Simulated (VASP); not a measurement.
Runs of VASP 6.6.1 on Sc4Ta. The structure is that of space group Im-3m (No. 229), or close to it. The cells are those of the table. 

| task | cell | k mesh | cutoff (eV) | gap on the mesh (eV) | pressure (GPa) | relaxed volume (Å³/atom) |
| --- | --- | --- | --- | --- | --- | --- |
| relaxation of cell and atoms | relaxed from a = 4.935 Å, angles 109.5°, 5 atoms | 4 × 4 × 4 | 600 | none | 0.0 | (a) |
| single point | a = 5.629 Å, angles 109.5°, 5 atoms | 8 × 8 × 8 | 520 | none | 0.0 | - |
| relaxation of cell and atoms | relaxed from a = 5.635 Å, angles 109.5°, 5 atoms | 8 × 8 × 8 | 600 | none | 0.0 | 27.49 |
| single point | a = 4.935 Å, angles 109.5°, 5 atoms | 4 × 4 × 4 | 520 | none | 37.5 | - |
| single point | a = 5.635 Å, angles 109.5°, 5 atoms | 4 × 4 × 4 | 520 | none | 0.1 | - |

Alike in all rows: level PBE; potentials or basis VASP PAW PBE potentials, release 64 (Sc_sv, Ta_pv); no spin polarisation; smearing gaussian 0.1 eV.

Problem. Estimate the missing entries.

Solution. (a) 27.62.

Caveats: some runs use coarse meshes; spin-orbit coupling is left out, which moves the levels of the heavy elements; the volume moved by over 15 % at a fixed basis, so the end points are rough (some runs).

A k mesh can miss the band edges, and the runs leave out spin-orbit coupling on Ta.

A gap of «none» marks levels without a gap at the run's occupations.
